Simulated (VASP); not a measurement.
Wanted: the native input for a VASP 6.6.1 run.

```yaml
Task: single point
Functional: PBEsol
Potentials_or_basis: VASP PAW PBE potentials, release 64 (Si, Ni)
Cutoff: 520 eV
k_mesh: 16 × 14 × 10
Occupations: gaussian, width 0.15 eV
Spin: no spin polarisation
Dipole_correction: no
Further_INCAR_settings: ALGO = Normal; EDIFF = 1e-06; NBANDS = 22
```

The structure of SiNi lies in POSCAR:

```
SiNi
1.0
    3.0266200000      0.0000000000      0.0000000000
    0.0000000000      3.2735000000      0.0000000000
    0.0000000000      0.0000000000      4.6977600000
Si Ni
2 2
Direct
    0.5000000000      0.5458225141      0.8423000000
    0.0000000000      0.0000000000      0.1577000000
    0.5000000000      0.5000000000      0.3442200000
    0.0000000000      0.0000000000      0.6557800000
```

This cell differs from its parent crystal: atom 1 (Si) moved +0.150 Å along Cartesian [0 1 0].

These files were run (other wordings do the same):

INCAR

```
SYSTEM = SiNi
  ALGO = Normal
  EDIFF = 1E-6
  ENCUT = 520
  GGA = PS
  ISIF = 2
  ISMEAR = 0
  LASPH = .True.
  LCHARG = .False.
  LREAL = .False.
  LWAVE = .False.
  NBANDS = 22
  NELM = 80
  PREC = Accurate
  SIGMA = 0.15
```

KPOINTS

```
k-points
0
Gamma
  16 14 10
  0 0 0
```

Potentials or basis: VASP PAW PBE potentials, release 64 (Si, Ni).

Run with:

```console
$ cat potpaw_PBE.64/Si/POTCAR potpaw_PBE.64/Ni/POTCAR > POTCAR
$ mpirun -np 1 vasp_std > vasp.out
```

It gave:

| Property | Result |
| --- | --- |
| Pressure | -3.9 GPa |
| Largest force | 1.001 eV/Å |
| Band gap on the k mesh | zero (band 14 reaches 12.96 eV, above the bottom of band 15 at 10.68 eV) |

Caveat: the cell differs from its parent crystal (atom 1 (Si) moved +0.150 Å along Cartesian [0 1 0]); the PAW data sets were made with another functional, which shifts forces and pressure a little.

It took 4.1 min on 1 thread of Intel(R) Xeon(R) 6975P-C (Granite Rapids) (shared host), peak memory 0.61 GiB.
